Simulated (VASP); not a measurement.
Write the native input for VASP 6.6.1 that does the following.

```
Task                   : single point
Functional             : RPBE
Dispersion             : D3(BJ)
Potentials or basis    : VASP PAW PBE potentials, release 64 (Hf_pv, N)
Cutoff                 : 520 eV
k mesh                 : 9 × 9 × 9
Occupations            : gaussian, width 0.05 eV
Spin                   : no spin polarisation
Dipole correction      : no
Further INCAR settings : ALGO = Normal; EDIFF = 1e-06; NBANDS = 14
```

The structure of HfN lies in POSCAR:

```
HfN
1.0
    0.0000000000      2.4548220000      2.4548220000
    2.4548220000      0.0000000000      2.4548220000
    2.4548220000      2.4548220000      0.0000000000
Hf N
1 1
Direct
    0.0000000000      0.0000000000      0.0000000000
    0.2500000000      0.2500000000      0.2500000000
```

The input as run:

INCAR

```
PREC = Accurate
ENCUT = 520
EDIFF = 1E-6
ISMEAR = 0
SIGMA = 0.05
LREAL = False
LASPH = True
NELM = 80
ALGO = Normal
ISIF = 2
LWAVE = False
LCHARG = False
GGA = RP
IVDW = 12
NBANDS = 14
```

KPOINTS

```
regular mesh
0
Gamma
  9 9 9
```

Potentials or basis: VASP PAW PBE potentials, release 64 (Hf_pv, N).

Launch:

```bash
$ cat potpaw_PBE.64/Hf_pv/POTCAR potpaw_PBE.64/N/POTCAR > POTCAR
$ mpirun -np 1 vasp_std > vasp.out
```

Results of the run:

```json
{"Pressure": "-20.3 GPa", "Dispersion energy per atom": "-1.791 eV"}
```

Caveat: the PAW data sets were made with another functional, which shifts forces and pressure a little; pairwise dispersion overbinds metals, which lowers pressure and volume.

Wall time 26 s on 1 thread of Intel(R) Xeon(R) Platinum 8259CL CPU @ 2.50GHz (Skylake/Cascade Lake), on a shared host, peak memory 0.17 GiB.
